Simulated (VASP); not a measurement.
# Li (P2_13) in VASP: further runs

The runs below take Li through single point, with PBE.

Program: VASP 6.6.1. These are calculated values, not measurements. Logs are shortened: lines on timing, memory, paths and dates and some standing lists are left out, and cuts for length are marked.

**1. The cell of the first run**

Symmetry: P2_13, No. 198, cubic system. The conventional cell has a = 4.425 Å, b = 4.425 Å, c = 4.425 Å, α = 90.00°, β = 90.00°, γ = 90.00°. Li (site symmetry 3) has 6 Li at 2.71 Å within 3.6 Å.

**2. Single point, PBE**

INCAR

```
SYSTEM = Li
PREC = Accurate
ENCUT = 520
EDIFF = 1E-6
ISMEAR = -1
SIGMA = 0.05
LREAL = .False.
LASPH = .True.
NELM = 80
ALGO = Normal
ISIF = 2
LWAVE = .False.
LCHARG = .False.
GGA = PE
NBANDS = 14
```

KPOINTS

```
Automatic mesh
0
Gamma
  6 6 6
  0 0 0
```

POSCAR

```
Li
1.0
    4.4245438598      0.0000000000      0.0000000000
    0.0000000000      4.4245438598      0.0000000000
    0.0000000000      0.0000000000      4.4245438598
Li
4
Direct
    0.6254320000      0.8745680000      0.1254320000
    0.1254320000      0.6254320000      0.8745680000
    0.3745680000      0.3745680000      0.3745680000
    0.8745680000      0.1254320000      0.6254320000
```

Potentials or basis: VASP PAW PBE potentials, release 64 (Li_sv).

Command:

```console
$ cat potpaw_PBE.64/Li_sv/POTCAR > POTCAR
$ mpirun -np 1 vasp_std > vasp.out
```

OUTCAR:

```text
SYSTEM = Li
   PREC = Accurate
   ENCUT = 520
   EDIFF = 1E-6
   ISMEAR = -1
   LREAL = .False.
   LASPH = .True.
   NELM = 80
   ISIF = 2
   GGA = PE

 ion  position               nearest neighbor table
   1  0.625  0.875  0.125-
   2  0.125  0.625  0.875-
   3  0.375  0.375  0.375-
   4  0.875  0.125  0.625-

  LATTYP: Found a simple cubic cell.
 ALAT       =     4.4245438598

  Lattice vectors:

 A1 = (   4.4245438598,   0.0000000000,   0.0000000000)
 A2 = (   0.0000000000,   4.4245438598,   0.0000000000)
 A3 = (   0.0000000000,   0.0000000000,   4.4245438598)

Analysis of symmetry for initial positions (statically):
=====================================================================
 Subroutine PRICEL returns:
 Original cell was already a primitive cell.

 Routine SETGRP: Setting up the symmetry group for a
 simple cubic supercell.

 Subroutine GETGRP returns: Found 12 space group operations
 (whereof  3 operations were pure point group operations)
 out of a pool of 48 trial point group operations.

The static configuration has the point symmetry C_3 .
 The point group associated with its full space group is T   .

Analysis of symmetry for dynamics (positions and initial velocities):
=====================================================================
 Subroutine PRICEL returns:
 Original cell was already a primitive cell.

 Routine SETGRP: Setting up the symmetry group for a
 simple cubic supercell.

 Subroutine GETGRP returns: Found 12 space group operations
 (whereof  3 operations were pure point group operations)
 out of a pool of 48 trial point group operations.

The dynamic configuration has the point symmetry C_3 .
 The point group associated with its full space group is T   .

 Subroutine INISYM returns: Found 12 space group operations
 (whereof  3 operations are pure point group operations),
 and found     1 'primitive' translations

----------------------------------------------------------------------------------------

                                     Primitive cell

  volume of cell :      86.6175

  direct lattice vectors                    reciprocal lattice vectors
     4.424543860  0.000000000  0.000000000     0.226011998  0.000000000  0.000000000
     0.000000000  4.424543860  0.000000000     0.000000000  0.226011998  0.000000000
     0.000000000  0.000000000  4.424543860     0.000000000  0.000000000  0.226011998

  length of vectors
     4.424543860  4.424543860  4.424543860     0.226011998  0.226011998  0.226011998

  position of ions in fractional coordinates (direct lattice)
     0.625432000  0.874568000  0.125432000
     0.125432000  0.625432000  0.874568000
     0.374568000  0.374568000  0.374568000
     0.874568000  0.125432000  0.625432000

  ion indices of the primitive-cell ions
   primitive index   ion index
                 1           1
                 2           2
                 3           3
                 4           4

----------------------------------------------------------------------------------------

 KPOINTS: Automatic mesh

Automatic generation of k-mesh.
 Grid dimensions read from file:
 generate k-points for:    6    6    6

 Generating k-lattice:

  Cartesian coordinates                     Fractional coordinates (reciprocal lattice)
     0.037668666  0.000000000  0.000000000     0.166666667  0.000000000  0.000000000
     0.000000000  0.037668666  0.000000000     0.000000000  0.166666667  0.000000000
     0.000000000  0.000000000  0.037668666     0.000000000  0.000000000  0.166666667

  Length of vectors
     0.037668666  0.037668666  0.037668666

  Shift w.r.t. Gamma in fractional coordinates (k-lattice)
     0.000000000  0.000000000  0.000000000

 Subroutine IBZKPT returns following result:
 ===========================================

 Found     24 irreducible k-points:

 Following reciprocal coordinates:
            Coordinates               Weight
  0.000000  0.000000  0.000000      1.000000
  0.166667  0.000000  0.000000      6.000000
  0.333333  0.000000  0.000000      6.000000
  0.500000  0.000000  0.000000      3.000000
  0.166667  0.166667  0.000000     12.000000
  0.333333  0.166667  0.000000     12.000000
[... 16 lines left out ...]
  0.500000  0.500000  0.333333      6.000000
  0.500000  0.500000  0.500000      1.000000
   k-points           NKPTS =     24   k-points in BZ     NKDIM =     24   number of bands    NBANDS=     14
   number of dos      NEDOS =    301   number of ions     NIONS =      4
   total plane-waves  NPLWV =  46656
   dimension x,y,z NGX =    36 NGY =   36 NGZ =   36
   dimension x,y,z NGXF=    72 NGYF=   72 NGZF=   72
   ions per type =               4
   NGX,Y,Z   is equivalent  to a cutoff of  13.53, 13.53, 13.53 a.u.
   NGXF,Y,Z  is equivalent  to a cutoff of  27.05, 27.05, 27.05 a.u.
 SYSTEM =  Li
   PREC   = accura    normal or accurate (medium, high low for compatibility)
   ISTART =      0    job   : 0-new  1-cont  2-samecut
   ICHARG =      2    charge: 1-file 2-atom 10-const
   ISPIN  =      1    spin polarized calculation?
   LNONCOLLINEAR =      F non collinear calculations
   LSORBIT =      F    spin-orbit coupling
   LASPH  =      T    aspherical Exc in radial PAW
   ENCUT  =  520.0 eV  38.22 Ry    6.18 a.u.   8.23  8.23  8.23*2*pi/ulx,y,z
   NELM   =     80;   NELMIN=  2; NELMDL= -5     # of ELM steps
   EDIFF  = 0.1E-05   stopping-criterion for ELM
   LREAL  =      F    real-space projection
   EDIFFG = 0.1E-04   stopping-criterion for IOM
   NSW    =      0    number of steps for IOM
   IBRION =     -1    ionic relax: 0-MD 1-quasi-New 2-CG
   NFREE  =      0    steps in history (QN), initial steepest desc. (CG)
   ISIF   =      2    stress and relaxation
   ISYM   =      2    0-nonsym 1-usesym 2-fastsym
   POTIM  = 0.5000    time-step for ionic-motion
   TEBEG  =    0.0;   TEEND  =   0.0 temperature during run
   PSTRESS=    0.0 pullay stress
   NELECT =      12.0000    total number of electrons
   NUPDOWN=      -1.0000    fix difference up-down
   EMIN   =  10.00;   EMAX   =-10.00  energy-range for DOS
   EFERMI =   0.00;   METHOD = LEGACY
   ISMEAR =    -1;   SIGMA  =   0.05  broadening in eV -4-tet -1-fermi 0-gaus
   EFERMI_NEDOS =   21; number of points for ismear=-14 and -15
   IALGO  =     38    algorithm
   IMIX   =      4    mixing-type and parameters
     AMIX     =   0.40;   BMIX     =  1.00
     AMIX_MAG =   1.60;   BMIX_MAG =  1.00
  volume/ion in A,a.u.               =      21.65       146.13
  Fermi-wavevector in a.u.,A,eV,Ry     =   0.847098  1.600782  9.763190  0.717574
  Thomas-Fermi vector in A             =   1.962549
   LORBIT       =      0    0 simple, 1 ext, 2 COOP (PROOUT), +10 PAW based schemes
   GGA     = PE    functional components
   LHFCALC =     F    Hartree Fock is set to
   AEXX    =    0.0000 exact exchange contribution
   IVDW    =     0    specifies the selected vdW correction
   LEPSILON=     F    determine dielectric tensor
   LRPA    =     F    only Hartree local field effects (RPA)
 non-spin polarized calculation
  energy-cutoff  :      520.00
  volume of cell :       86.62
 maximum number of plane-waves:      2360
 NGX is ok and might be reduce to    36
   NGX = 17   NGY = 17   NGZ = 17

 number of electron      12.0000008 magnetization

 Free energy of the ion-electron system (eV)
  ---------------------------------------------------
  ext. energy  EPLUGINS =         0.00000000
  ---------------------------------------------------
  free energy    TOTEN  =        -6.59608268 eV

  energy without entropy =       -6.58284268  energy(sigma->0) =       -6.58946268

 E-fermi :   0.6510     XC(G=0):  -6.8759

 val. band max:        0.4897978826   @ k =   0.5000   0.5000   0.1667
 cond. band min:       0.6596817323   @ k =   0.3333   0.3333   0.0000
 fundamental gap:      0.1698838497
 Fermi energy:         0.6510115107

 k-point     1 :       0.0000    0.0000    0.0000
  band No.  band energies     occupation
      1     -46.6098      2.00000
      2     -46.5660      2.00000
      3     -46.5660      2.00000
      4     -46.5660      2.00000
      5      -2.9844      2.00000
      6       2.7748      0.00000
      7       2.7748      0.00000
      8       2.7748      0.00000
      9       2.9428      0.00000
     10       2.9428      0.00000
     11       2.9428      0.00000
     12       8.6125      0.00000
     13       8.6125      0.00000
     14       8.9630      0.00000

 k-point     2 :       0.1667    0.0000    0.0000
  band No.  band energies     occupation
      1     -46.6075      2.00000
      2     -46.5730      2.00000
      3     -46.5653      2.00000
      4     -46.5619      2.00000
      5      -2.8241      2.00000
      6       1.0969      0.00027
      7       2.7905      0.00000
      8       2.8275      0.00000
      9       3.1026      0.00000
     10       3.1282      0.00000
     11       4.8215      0.00000
     12       7.3691      0.00000
     13       8.0186      0.00000
     14       8.0226      0.00000

 k-point     3 :       0.3333    0.0000    0.0000
  band No.  band energies     occupation
      1     -46.6013      2.00000
      2     -46.5822      2.00000
      3     -46.5635      2.00000
      4     -46.5606      2.00000
      5      -2.3413      2.00000
      6      -0.3832      2.00000
      7       2.8999      0.00000
      8       2.9395      0.00000
      9       3.6023      0.00000
     10       3.6405      0.00000
     11       6.1059      0.00000
     12       6.1386      0.00000
     13       6.5007      0.00000
     14       7.1097      0.00000
[... 324 lines left out ...]
 k-point    23 :       0.5000    0.5000    0.3333
  band No.  band energies     occupation
      1     -46.5822      2.00000
      2     -46.5822      2.00000
      3     -46.5715      2.00000
      4     -46.5715      2.00000
      5       0.1630      1.99988
      6       0.1630      1.99988
      7       0.7358      0.31021
      8       0.7358      0.31021
      9       3.0021      0.00000
     10       3.0021      0.00000
     11       3.0371      0.00000
     12       3.0371      0.00000
     13      11.3330      0.00000
     14      11.3359      0.00000

 k-point    24 :       0.5000    0.5000    0.5000
  band No.  band energies     occupation
      1     -46.5768      2.00000
      2     -46.5768      2.00000
      3     -46.5768      2.00000
      4     -46.5768      2.00000
      5       0.7176      0.41756
      6       0.7176      0.41756
      7       0.7176      0.41756
      8       0.7176      0.41756
      9       2.4517      0.00000
     10       2.4517      0.00000
     11       2.4517      0.00000
     12       2.4517      0.00000
     13      12.6340      0.00000
     14      12.6340      0.00000

------------------------ aborting loop because EDIFF is reached ----------------------------------------

  FORCE on cell =-STRESS in cart. coord.  units (eV):
  Direction    XX          YY          ZZ          XY          YZ          ZX
  --------------------------------------------------------------------------------------
  -------------------------------------------------------------------------------------
  Total        0.1154093      0.1154093      0.1154093     -0.0000000      0.0000000      0.0000000
  in kB        2.1347452      2.1347452      2.1347452     -0.0000000      0.0000000      0.0000000
  external PRESSURE =       2.1347452 kB  Pullay stress =       0.0000000 kB

 VOLUME and BASIS-vectors are now :
 -----------------------------------------------------------------------------
  energy-cutoff  :      520.00
  volume of cell :       86.62
      direct lattice vectors                 reciprocal lattice vectors
     4.424543860  0.000000000  0.000000000     0.226011998  0.000000000  0.000000000
     0.000000000  4.424543860  0.000000000     0.000000000  0.226011998  0.000000000
     0.000000000  0.000000000  4.424543860     0.000000000  0.000000000  0.226011998

 POSITION                                       TOTAL-FORCE (eV/Angst)
 -----------------------------------------------------------------------------------
      2.76725      3.86956      0.55498         0.002762     -0.002762      0.002762
      0.55498      2.76725      3.86956         0.002762      0.002762     -0.002762
      1.65729      1.65729      1.65729        -0.002762     -0.002762     -0.002762
      3.86956      0.55498      2.76725        -0.002762      0.002762      0.002762
 -----------------------------------------------------------------------------------
    total drift:                               -0.000000     -0.000000      0.000000

  FREE ENERGIE OF THE ION-ELECTRON SYSTEM (eV)
  ---------------------------------------------------
  free  energy   TOTEN  =        -6.5960826758 eV

  energy  without entropy=       -6.5828426800  energy(sigma->0) =       -6.58946268
```

Run time: 23 s. Hardware: 1 thread of AMD EPYC 7R13 (Zen 3), shared host; peak memory 0.16 GiB.

Results:

* Free energy: -6.5961 eV
* Largest force: 0.005 eV/Å
* Band gap on the k mesh: zero (bands 6 and 7 overlap by 2.39 eV)

Forces on the atoms (eV/Å):
```
Li   0.003 -0.003  0.003
Li   0.003  0.003 -0.003
Li  -0.003 -0.003 -0.003
Li  -0.003  0.003  0.003
```

Caveat: the cutoff is under 1.25 times the usual one of these potentials, so pressure, stress and relaxed cells hold a basis-set (Pulay) error.

**3. Single point, PBE**

This run uses another cell than the first one, of 22.10 Å³/atom.

INCAR

```
ALGO = Fast
EDIFF = 1E-6
ENCUT = 520
GGA = PE
ISIF = 2
ISMEAR = -1
LASPH = True
LCHARG = False
LREAL = False
LWAVE = False
NBANDS = 14
NELM = 80
PREC = Accurate
SIGMA = 0.05
```

KPOINTS

```
k-points
0
Gamma
  6 6 6
```

POSCAR

```
Li
1.0
    4.4544403333      0.0000000000      0.0000000000
    0.0000000000      4.4544403333      0.0000000000
    0.0000000000      0.0000000000      4.4544403333
Li
4
Direct
    0.6254320000      0.8745680000      0.1254320000
    0.1254320000      0.6254320000      0.8745680000
    0.3745680000      0.3745680000      0.3745680000
    0.8745680000      0.1254320000      0.6254320000
```

Potentials or basis: VASP PAW PBE potentials, release 64 (Li_sv).

Command:

```console
$ cat potpaw_PBE.64/Li_sv/POTCAR > POTCAR
$ mpirun -np 1 vasp_std > vasp.out
```

Wall time 30 s (1 thread of AMD EPYC 7R13 (Zen 3), shared host); peak memory 0.16 GiB.

It converged, with:

```yaml
Free_energy: -6.5985 eV
Largest_force: 0.005 eV/Å
Band_gap_on_the_k_mesh: zero (bands 6 and 7 overlap by 2.36 eV)
```

Forces on the atoms (eV/Å):
```
Li   0.003 -0.003  0.003
Li   0.003  0.003 -0.003
Li  -0.003 -0.003 -0.003
Li  -0.003  0.003  0.003
```

Levels at points of the mesh, in eV from the Fermi level:
| k point | band 2 | band 3 | band 4 | band 5 | band 6 | band 7 | band 8 | band 9 | band 10 | band 11 |
| --- | --- | --- | --- | --- | --- | --- | --- | --- | --- | --- |
| (0.00, 0.00, 0.00) | -47.23 | -47.23 | -47.23 | -3.59 | 2.10 | 2.10 | 2.10 | 2.29 | 2.29 | 2.29 |
| (0.50, 0.00, 0.00) | -47.25 | -47.23 | -47.23 | -2.15 | -2.15 | 2.32 | 2.32 | 3.37 | 3.37 | 4.85 |
| (0.50, 0.50, 0.00) | -47.25 | -47.23 | -47.23 | -1.09 | -1.09 | -0.27 | -0.27 | 3.83 | 3.83 | 4.99 |
| (0.50, 0.50, 0.50) | -47.24 | -47.24 | -47.24 | 0.09 | 0.09 | 0.09 | 0.09 | 1.77 | 1.77 | 1.77 |

Caveat: the cutoff is under 1.25 times the usual one of these potentials, so pressure, stress and relaxed cells hold a basis-set (Pulay) error.

**4. Single point, PBE**

This run uses another cell than the first one, of 22.54 Å³/atom.

INCAR

```
PREC = Accurate
ENCUT = 520
EDIFF = 1E-6
ISMEAR = -1
SIGMA = 0.05
LREAL = False
LASPH = True
NELM = 60
ALGO = Normal
ISIF = 2
LWAVE = False
LCHARG = False
GGA = PE
NBANDS = 14
```

KPOINTS

```
Automatic mesh
0
Gamma
  6 6 6
```

POSCAR

```
Li
1.0
    4.4839407979      0.0000000000      0.0000000000
    0.0000000000      4.4839407979      0.0000000000
    0.0000000000      0.0000000000      4.4839407979
Li
4
Direct
    0.6254320000      0.8745680000      0.1254320000
    0.1254320000      0.6254320000      0.8745680000
    0.3745680000      0.3745680000      0.3745680000
    0.8745680000      0.1254320000      0.6254320000
```

Command:

```console
$ cat potpaw_PBE.64/Li_sv/POTCAR > POTCAR
$ mpirun -np 1 vasp_std > vasp.out
```

It took 23 s on 1 thread of AMD EPYC 7R13 (Zen 3), shared host; peak memory 0.16 GiB.

The run converged. Its results:

| Quantity | Value |
| --- | --- |
| Free energy | -6.5987 eV |
| Largest force | 0.004 eV/Å |
| Band gap on the k mesh | zero (bands 6 and 7 overlap by 2.34 eV) |

Forces in eV/Å, atoms in the order of the input:
```
Li   0.003 -0.003  0.003
Li   0.003  0.003 -0.003
Li  -0.003 -0.003 -0.003
Li  -0.003  0.003  0.003
```

Levels at points of the mesh, in eV from the Fermi level:
```tsv
k point	band 3	band 4	band 5	band 6	band 7	band 8	band 9	band 10
(0.00, 0.00, 0.00)	-47.23	-47.23	-3.55	2.07	2.07	2.07	2.28	2.28
(0.50, 0.00, 0.00)	-47.23	-47.23	-2.12	-2.12	2.30	2.30	3.34	3.34
(0.50, 0.50, 0.00)	-47.23	-47.23	-1.06	-1.06	-0.27	-0.27	3.79	3.79
(0.50, 0.50, 0.50)	-47.24	-47.24	0.10	0.10	0.10	0.10	1.74	1.74
```

Caveat: the cutoff is under 1.25 times the usual one of these potentials, so pressure, stress and relaxed cells hold a basis-set (Pulay) error.

**5. Single point, PBE**

This run uses another cell than the first one, of 22.98 Å³/atom.

INCAR

```
  PREC = Accurate
  ENCUT = 520
  EDIFF = 1E-6
  ISMEAR = -1
  SIGMA = 0.05
  LREAL = False
  LASPH = True
  NELM = 80
  ALGO = Fast
  ISIF = 2
  LWAVE = False
  LCHARG = False
  GGA = PE
  NBANDS = 14
```

KPOINTS is that of step 4.

POSCAR

```
Li
1.0
    4.5130581124      0.0000000000      0.0000000000
    0.0000000000      4.5130581124      0.0000000000
    0.0000000000      0.0000000000      4.5130581124
Li
4
Direct
    0.6254320000      0.8745680000      0.1254320000
    0.1254320000      0.6254320000      0.8745680000
    0.3745680000      0.3745680000      0.3745680000
    0.8745680000      0.1254320000      0.6254320000
```

Command:

```console
$ cat potpaw_PBE.64/Li_sv/POTCAR > POTCAR
$ mpirun -np 1 vasp_std > vasp.out
```

It took 30 s on 1 thread of AMD EPYC 7R13 (Zen 3), shared host; peak memory 0.16 GiB.

The run converged. Its results:

| Item | Value |
| --- | --- |
| Free energy | -6.5969 eV |
| Largest force | 0.004 eV/Å |
| Band gap on the k mesh | zero (bands 6 and 7 overlap by 2.32 eV) |

Forces on the atoms (eV/Å):
```
Li   0.003 -0.003  0.003
Li   0.003  0.003 -0.003
Li  -0.003 -0.003 -0.003
Li  -0.003  0.003  0.003
```

Levels at points of the mesh, in eV from the Fermi level:
```
           k point  band 3  band 4  band 5  band 6  band 7  band 8  band 9  band 10
(0.00, 0.00, 0.00)  -47.24  -47.24   -3.51    2.05    2.05    2.05    2.27     2.27
(0.50, 0.00, 0.00)  -47.24  -47.24   -2.09   -2.09    2.29    2.29    3.31     3.31
(0.50, 0.50, 0.00)  -47.24  -47.24   -1.03   -1.03   -0.27   -0.27    3.76     3.76
(0.50, 0.50, 0.50)  -47.25  -47.25    0.12    0.12    0.12    0.12    1.71     1.71
```

Caveat: the cutoff is under 1.25 times the usual one of these potentials, so pressure, stress and relaxed cells hold a basis-set (Pulay) error.

(Continued in part 2 of 2.)
